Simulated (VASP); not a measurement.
# Si6N (Pm-3m) in VASP: relaxation of cell and atoms with PBE

Aim: the relaxation of cell and atoms of Si6N with PBE.

Everything below comes from runs of VASP 6.6.1. Logs are shortened: lines on timing, memory, paths and dates and some standing lists are left out, and cuts for length are marked.

### 1 The cell of the first run

The structure is cubic, space group Pm-3m (No. 221). Conventional cell: a = 5.838 Å, b = 5.838 Å, c = 5.838 Å, α = 90.00°, β = 90.00°, γ = 90.00°. Within 3.1 Å of Si (site symmetry 4mm) lie 5 Si at 2.35 to 2.47 Å. Within 5.6 Å of N (site symmetry m-3m) lie 24 Si at 4.29 Å.

The cell was generated, and may not be a known phase.

### 2 Relaxation of cell and atoms, PBE, collinear spin, ferromagnetic start

Input file INCAR:

```
SYSTEM = Si6N
PREC = Accurate
ENCUT = 600
EDIFF = 1E-7
ISMEAR = 0
SIGMA = 0.1
LREAL = .False.
LASPH = .True.
NELM = 200
ALGO = Normal
ISIF = 3
LWAVE = .False.
LCHARG = .False.
ISPIN = 2
MAGMOM = 0 0 0 0 0 0 3.02
LORBIT = 11
GGA = PE
IBRION = 2
NSW = 100
EDIFFG = -0.01
GGA_COMPAT = .False.
NELMIN = 4
```

Input file KPOINTS:

```
regular mesh
0
Gamma
  6 6 6
  0 0 0
```

Input file POSCAR:

```
Si6N
1.0
    5.8379580159      0.0000000000      0.0000000000
    0.0000000000      5.8379580159      0.0000000000
    0.0000000000      0.0000000000      5.8379580159
Si N
6 1
Direct
    0.0000000000      0.0000000000      0.2990588395
    0.0000000000      0.0000000000      0.7009411605
    0.2990588395      0.0000000000      0.0000000000
    0.7009411605      0.0000000000      0.0000000000
    0.0000000000      0.2990588395      0.0000000000
    0.0000000000      0.7009411605      0.0000000000
    0.5000000000      0.5000000000      0.5000000000
```

Potentials or basis: VASP PAW PBE potentials, release 64 (Si, N).

Run with:

```console
> cat potpaw_PBE.64/Si/POTCAR potpaw_PBE.64/N/POTCAR > POTCAR
> mpirun -np 1 vasp_std > vasp.out
```

OUTCAR:

```text
SYSTEM = Si6N
   PREC = Accurate
   ENCUT = 600
   EDIFF = 1E-7
   ISMEAR = 0
   LREAL = .False.
   LASPH = .True.
   NELM = 200
   ISIF = 3
   ISPIN = 2
   LORBIT = 11
   GGA = PE
   IBRION = 2
   NSW = 100
   EDIFFG = -0.01
   NELMIN = 4

 ion  position               nearest neighbor table
   1  0.000  0.000  0.299-   2 2.35   3 2.47   4 2.47   5 2.47   6 2.47
   2  0.000  0.000  0.701-   1 2.35   3 2.47   4 2.47   5 2.47   6 2.47
   3  0.299  0.000  0.000-   4 2.35   2 2.47   1 2.47   5 2.47   6 2.47
   4  0.701  0.000  0.000-   3 2.35   2 2.47   1 2.47   5 2.47   6 2.47
   5  0.000  0.299  0.000-   6 2.35   2 2.47   3 2.47   4 2.47   1 2.47
   6  0.000  0.701  0.000-   5 2.35   2 2.47   3 2.47   4 2.47   1 2.47
   7  0.500  0.500  0.500-

  LATTYP: Found a simple cubic cell.
 ALAT       =     5.8379580159

  Lattice vectors:

 A1 = (   5.8379580159,   0.0000000000,   0.0000000000)
 A2 = (   0.0000000000,   5.8379580159,   0.0000000000)
 A3 = (   0.0000000000,   0.0000000000,   5.8379580159)

Analysis of symmetry for initial positions (statically):
=====================================================================
 Subroutine PRICEL returns:
 Original cell was already a primitive cell.

 Routine SETGRP: Setting up the symmetry group for a
 simple cubic supercell.

 Subroutine GETGRP returns: Found 48 space group operations
 (whereof 48 operations were pure point group operations)
 out of a pool of 48 trial point group operations.

The static configuration has the point symmetry O_h .

Analysis of symmetry for dynamics (positions and initial velocities):
=====================================================================
 Subroutine PRICEL returns:
 Original cell was already a primitive cell.

 Routine SETGRP: Setting up the symmetry group for a
 simple cubic supercell.

 Subroutine GETGRP returns: Found 48 space group operations
 (whereof 48 operations were pure point group operations)
 out of a pool of 48 trial point group operations.

The dynamic configuration has the point symmetry O_h .

Analysis of structural, dynamic, and magnetic symmetry:
=====================================================================
 Subroutine PRICEL returns:
 Original cell was already a primitive cell.

 Routine SETGRP: Setting up the symmetry group for a
 simple cubic supercell.

 Subroutine GETGRP returns: Found 48 space group operations
 (whereof 48 operations were pure point group operations)
 out of a pool of 48 trial point group operations.

The overall configuration has the point symmetry O_h .

 Subroutine INISYM returns: Found 48 space group operations
 (whereof 48 operations are pure point group operations),
 and found     1 'primitive' translations

----------------------------------------------------------------------------------------

                                     Primitive cell

  volume of cell :     198.9678

  direct lattice vectors                    reciprocal lattice vectors
     5.837958016  0.000000000  0.000000000     0.171292770  0.000000000  0.000000000
     0.000000000  5.837958016  0.000000000     0.000000000  0.171292770  0.000000000
     0.000000000  0.000000000  5.837958016     0.000000000  0.000000000  0.171292770

  length of vectors
     5.837958016  5.837958016  5.837958016     0.171292770  0.171292770  0.171292770

  position of ions in fractional coordinates (direct lattice)
     0.000000000  0.000000000  0.299058839
     0.000000000  0.000000000  0.700941161
     0.299058839  0.000000000  0.000000000
     0.700941161  0.000000000  0.000000000
     0.000000000  0.299058839  0.000000000
     0.000000000  0.700941161  0.000000000
     0.500000000  0.500000000  0.500000000

  ion indices of the primitive-cell ions
   primitive index   ion index
                 1           1
                 2           2
                 3           3
                 4           4
                 5           5
                 6           6
                 7           7

----------------------------------------------------------------------------------------

 KPOINTS: regular mesh

Automatic generation of k-mesh.
 Grid dimensions read from file:
 generate k-points for:    6    6    6

 Generating k-lattice:

  Cartesian coordinates                     Fractional coordinates (reciprocal lattice)
     0.028548795  0.000000000  0.000000000     0.166666667  0.000000000  0.000000000
     0.000000000  0.028548795  0.000000000     0.000000000  0.166666667  0.000000000
     0.000000000  0.000000000  0.028548795     0.000000000  0.000000000  0.166666667

  Length of vectors
     0.028548795  0.028548795  0.028548795

  Shift w.r.t. Gamma in fractional coordinates (k-lattice)
     0.000000000  0.000000000  0.000000000

 Subroutine IBZKPT returns following result:
 ===========================================

 Found     20 irreducible k-points:

 Following reciprocal coordinates:
            Coordinates               Weight
  0.000000  0.000000  0.000000      1.000000
  0.166667  0.000000  0.000000      6.000000
  0.333333  0.000000  0.000000      6.000000
  0.500000  0.000000  0.000000      3.000000
  0.166667  0.166667  0.000000     12.000000
  0.333333  0.166667  0.000000     24.000000
[... 12 lines left out ...]
  0.500000  0.500000  0.333333      6.000000
  0.500000  0.500000  0.500000      1.000000
   k-points           NKPTS =     20   k-points in BZ     NKDIM =     20   number of bands    NBANDS=     20
   number of dos      NEDOS =    301   number of ions     NIONS =      7
   total plane-waves  NPLWV = 110592
   dimension x,y,z NGX =    48 NGY =   48 NGZ =   48
   dimension x,y,z NGXF=    96 NGYF=   96 NGZF=   96
   ions per type =               6   1
   NGX,Y,Z   is equivalent  to a cutoff of  13.67, 13.67, 13.67 a.u.
   NGXF,Y,Z  is equivalent  to a cutoff of  27.34, 27.34, 27.34 a.u.
 SYSTEM =  Si6N
   PREC   = accura    normal or accurate (medium, high low for compatibility)
   ISTART =      0    job   : 0-new  1-cont  2-samecut
   ICHARG =      2    charge: 1-file 2-atom 10-const
   ISPIN  =      2    spin polarized calculation?
   LNONCOLLINEAR =      F non collinear calculations
   LSORBIT =      F    spin-orbit coupling
   LASPH  =      T    aspherical Exc in radial PAW
   ENCUT  =  600.0 eV  44.10 Ry    6.64 a.u.  11.66 11.66 11.66*2*pi/ulx,y,z
   NELM   =    200;   NELMIN=  4; NELMDL= -5     # of ELM steps
   EDIFF  = 0.1E-06   stopping-criterion for ELM
   LREAL  =      F    real-space projection
   EDIFFG = -.1E-01   stopping-criterion for IOM
   NSW    =    100    number of steps for IOM
   IBRION =      2    ionic relax: 0-MD 1-quasi-New 2-CG
   NFREE  =      1    steps in history (QN), initial steepest desc. (CG)
   ISIF   =      3    stress and relaxation
   ISYM   =      2    0-nonsym 1-usesym 2-fastsym
   POTIM  = 0.5000    time-step for ionic-motion
   TEBEG  =    0.0;   TEEND  =   0.0 temperature during run
   PSTRESS=    0.0 pullay stress
   NELECT =      29.0000    total number of electrons
   NUPDOWN=      -1.0000    fix difference up-down
   EMIN   =  10.00;   EMAX   =-10.00  energy-range for DOS
   EFERMI =   0.00;   METHOD = LEGACY
   ISMEAR =     0;   SIGMA  =   0.10  broadening in eV -4-tet -1-fermi 0-gaus
   EFERMI_NEDOS =   21; number of points for ismear=-14 and -15
   IALGO  =     38    algorithm
   IMIX   =      4    mixing-type and parameters
     AMIX     =   0.40;   BMIX     =  1.00
     AMIX_MAG =   1.60;   BMIX_MAG =  1.00
  volume/ion in A,a.u.               =      28.42       191.81
  Fermi-wavevector in a.u.,A,eV,Ry     =   0.861549  1.628091 10.099146  0.742266
  Thomas-Fermi vector in A             =   1.979219
   LORBIT       =     11    0 simple, 1 ext, 2 COOP (PROOUT), +10 PAW based schemes
   GGA     = PE    functional components
   LHFCALC =     F    Hartree Fock is set to
   AEXX    =    0.0000 exact exchange contribution
   IVDW    =     0    specifies the selected vdW correction
   LEPSILON=     F    determine dielectric tensor
   LRPA    =     F    only Hartree local field effects (RPA)
 conjugate gradient relaxation of ions
 spin polarized calculation
 Gauss-broadening in eV      SIGMA  =   0.10
  energy-cutoff  :      600.00
  volume of cell :      198.97
 maximum number of plane-waves:      6704
 NGX is ok and might be reduce to    48
   NGX = 23   NGY = 23   NGZ = 23

--------------------------------------- Ionic step        1  -------------------------------------------

 number of electron      28.9999997 magnetization       2.3197777

 Free energy of the ion-electron system (eV)
  ---------------------------------------------------
  ext. energy  EPLUGINS =         0.00000000
  ---------------------------------------------------
  free energy    TOTEN  =       -30.36231646 eV

  energy without entropy =      -30.33579440  energy(sigma->0) =      -30.34905543

------------------------ aborting loop because EDIFF is reached ----------------------------------------

  FORCE on cell =-STRESS in cart. coord.  units (eV):
  Direction    XX          YY          ZZ          XY          YZ          ZX
  --------------------------------------------------------------------------------------
  -------------------------------------------------------------------------------------
  Total        2.9019567      2.9019567      2.9019567      0.0000000      0.0000000      0.0000000
  in kB       23.3678420     23.3678420     23.3678420      0.0000000      0.0000000      0.0000000
  external PRESSURE =      23.3678420 kB  Pullay stress =       0.0000000 kB
[... 231 lines left out ...]
  energy  without entropy=      -30.6527604218  energy(sigma->0) =      -30.66728262

--------------------------------------- Ionic step        7  -------------------------------------------

 number of electron      29.0000002 magnetization       2.3820884

 Free energy of the ion-electron system (eV)
  ---------------------------------------------------
  ext. energy  EPLUGINS =         0.00000000
  ---------------------------------------------------
  free energy    TOTEN  =       -30.68214302 eV

  energy without entropy =      -30.65322085  energy(sigma->0) =      -30.66768193

 E-fermi :   2.0535     XC(G=0):  -6.9143

 val. band max:        2.0421473888   @ k =   0.3333   0.1667   0.0000
 cond. band min:       2.0546209954   @ k =   0.5000   0.5000   0.1667
 fundamental gap:      0.0124736066
 Fermi energy:         2.0534548948

 spin component 1

 k-point     1 :       0.0000    0.0000    0.0000
  band No.  band energies     occupation
      1     -12.7213      1.00000
      2     -10.9562      1.00000
      3      -6.0244      1.00000
      4      -6.0244      1.00000
      5      -6.0244      1.00000
      6      -4.9761      1.00000
[... 12 lines left out ...]
     19       3.0713      0.00000
[... 420 lines left out ...]
      3      -7.1721      1.00000
      4      -7.1721      1.00000
      5      -7.1721      1.00000
      6      -1.8859      1.00000
[... 12 lines left out ...]
     19       4.1532      0.00000
     20       4.1532      0.00000
 Fermi energy:         2.0534548948

 spin component 2

 k-point     1 :       0.0000    0.0000    0.0000
  band No.  band energies     occupation
      1     -10.9829      1.00000
      2      -8.6503      1.00000
      3      -6.0597      1.00000
      4      -6.0597      1.00000
      5      -6.0597      1.00000
      6      -5.0473      1.00000
[... 12 lines left out ...]
     19       3.2895      0.00000
[... 470 lines left out ...]
  FREE ENERGIE OF THE ION-ELECTRON SYSTEM (eV)
  ---------------------------------------------------
  free  energy   TOTEN  =       -30.6821430183 eV

  energy  without entropy=      -30.6532208462  energy(sigma->0) =      -30.66768193

 reached required accuracy - stopping structural energy minimisation

 total charge

# of ion       s       p       d       tot
------------------------------------------
    1        0.847   0.759   0.000   1.606
    2        0.847   0.759   0.000   1.606
    3        0.847   0.759   0.000   1.606
    4        0.847   0.759   0.000   1.606
    5        0.847   0.759   0.000   1.606
    6        0.847   0.759   0.000   1.606
    7        1.352   1.944   0.000   3.296
--------------------------------------------------
tot          6.435   6.498   0.000  12.933

 magnetization (x)

# of ion       s       p       d       tot
------------------------------------------
    1       -0.001  -0.013   0.000  -0.014
    2       -0.001  -0.013   0.000  -0.014
    3       -0.001  -0.013   0.000  -0.014
    4       -0.001  -0.013   0.000  -0.014
    5       -0.001  -0.013   0.000  -0.014
    6       -0.001  -0.013   0.000  -0.014
    7        0.036   1.739   0.000   1.775
--------------------------------------------------
tot          0.028   1.662   0.000   1.690
```

It took 28 min on 1 thread of Oxide Virtual Turin-like, shared host; peak memory 0.45 GiB.

Results:

| Property | Result |
| --- | --- |
| Free energy | -30.6821 eV |
| Relaxed volume | 32.22 Å³/atom |
| Relaxed cell | a = 6.087 Å, b = 6.087 Å, c = 6.087 Å, α = 90.00°, β = 90.00°, γ = 90.00° |
| Space group after relaxing (to 0.1 Å) | Pm-3m (No. 221) |
| Energy gained by relaxing | 45.7 meV/atom |
| Ionic steps | 7 |
| Pressure after relaxing | 0.0 GPa |
| Net moment | 2.38 μB per cell |
| Site moments | Si -0.01; N +1.77 μB |
| Valence electrons inside the program's atomic spheres | Si 1.61; N 3.30 |

Step by step:
```
step  energy change (eV)  largest force (eV/Å)  pressure (GPa)  volume (Å³)
   1              0.0000                0.5365            2.34       198.97
   2             -0.1949                0.4790            0.79       211.15
   3             -0.2811                0.3993           -1.22       232.08
   4             -0.2876                0.4594           -0.80       226.91
   5             -0.2988                0.4039            0.52       225.83
   6             -0.3195                0.0033           -0.10       226.30
   7             -0.3198                0.0013           -0.03       225.54
```

Final structure:
```
Si N
1.0
     6.08710    0.00000    0.00000
     0.00000    6.08710    0.00000
     0.00000    0.00000    6.08710
Si N
6 1
Direct
  0.00000 0.00000 0.28586
  0.00000 0.00000 0.71414
  0.28586 0.00000 0.00000
  0.71414 0.00000 0.00000
  0.00000 0.28586 0.00000
  0.00000 0.71414 0.00000
  0.50000 0.50000 0.50000
```
